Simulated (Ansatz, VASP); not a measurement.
Two plane-wave programs on Fe

The input INCAR:

```
SYSTEM = Fe
PREC = Accurate ; ENCUT = 600
EDIFF = 1E-6 ; ISMEAR = -1
SIGMA = 0.2 ; LREAL = .False.
LASPH = .True. ; NELM = 200
ALGO = Normal ; ISIF = 2
LWAVE = .False. ; LCHARG = .False.
ISPIN = 2 ; MAGMOM = 3.5
LORBIT = 11 ; LMAXMIX = 4
GGA = RP ; NBANDS = 14
GGA_COMPAT = .False.
```

File KPOINTS:

```
regular mesh
0
Gamma
  11 11 11
  0 0 0
```

The input POSCAR:

```
Fe
1.0
   -1.4804971746      1.4804971746      1.4804971746
    1.4804971746     -1.4804971746      1.4804971746
    1.4804971746      1.4804971746     -1.4804971746
Fe
1
Direct
    0.0000000000      0.0000000000      0.0000000000
```

Input for Ansatz:

```yaml
crystal:
  lattice:
    - [-1.4804971746326843, 1.4804971746326843, 1.4804971746326843]
    - [1.4804971746326843, -1.4804971746326843, 1.4804971746326843]
    - [1.4804971746326843, 1.4804971746326843, -1.4804971746326843]
  atoms:
    - { symbol: Fe, position: [0.0, 0.0, 0.0], spin: 3.5 }
kpoints:
  mp_grid:
    grid: [11, 11, 11]
hamiltonian:
  xc: rpbe
  pseudopotentials:
    kind: nc
magnetization:
  spin_polarized: true
scf:
  n_extra_bands: 4
  occupations:
    method: fermi_dirac
    width: 0.2
```

Alike in both runs: task single point; functional RPBE; k mesh 11 × 11 × 11; occupations fermi-dirac, width 0.2 eV; collinear spin.

```csv
,VASP,Ansatz
version,VASP 6.6.1,Ansatz 0.2.0
potentials or method,"VASP PAW PBE potentials, release 64 (Fe)","plane waves, norm-conserving potentials"
plane-wave cutoff (eV),600,1225
valence electrons in the cell,8,16
```

```csv
,VASP,Ansatz,Ansatz less VASP
net moment per atom (μB),2.53,2.51,-0.018
size of the moment on the site where the two differ most (μB),2.56,2.59,+0.034
```

VASP's potentials were made for PBE, not for RPBE. Site moments also hang on the region over which each program counts them. VASP's potentials hold 8 valence electrons a cell and Ansatz's 16, so a difference there can come from the potentials and not from the codes. Ansatz's warnings: moment headroom below auto.
